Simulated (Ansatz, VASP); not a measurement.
Si16C in VASP and in Ansatz

```xyz
17
Lattice="0.0000 5.4300 5.4300 5.4300 0.0000 5.4300 5.4300 5.4300 0.0000" Properties=species:S:1:pos:R:3 pbc="T T T"
Si    0.1519    0.0012    0.0012
Si    1.4696    1.2958    1.4356
Si    2.8036    2.5862    0.0063
Si    3.8676    4.2972    1.1352
Si    2.8964   -0.0517    2.7135
Si    4.1179    1.3024    4.1306
Si    4.8162    2.8373    2.5971
Si    7.0449    3.9158    3.9668
Si    0.1150    2.6883    2.7446
Si    1.4701    3.9969    4.1371
Si    2.8040    5.4262    2.8465
Si    4.2741    6.7205    4.1424
Si    2.8962    2.7189    5.4851
Si    4.2930    4.0930    6.7697
Si    5.7248    5.4113    5.4514
Si    7.0448    6.8952    6.9473
C     6.5776    8.3860    7.9065
```

Alike in both runs: functional PBE; dispersion D3(BJ); k mesh 2 × 2 × 2; occupations gaussian, width 0.05 eV; collinear spin.

Ansatz relaxed the structure, and its values are those at the end. VASP's run is a single point on that final structure, the one shown.

|  | VASP | Ansatz |
| --- | --- | --- |
| version | VASP 6.6.1 | Ansatz 0.2.0 |
| potentials or method | VASP PAW PBE potentials, release 64 (Si, C), cutoff 520 eV | scalar-relativistic, plane waves, PAW |
| valence electrons in the cell | 68 | 68 |

Ansatz gave:

```
rms of the force components (eV/Å) : 0.005
net moment per atom (μB)           : 0.00
```

Q: Which values does VASP return?

A: rms of the force components (eV/Å): 0.004; net moment per atom (μB): 0.00.

Ansatz's warnings: dispersion switch in reach, filled band counts differ across k points, seeded moment not kept.

The k mesh is coarse, so the values compare programs but aren't converged.
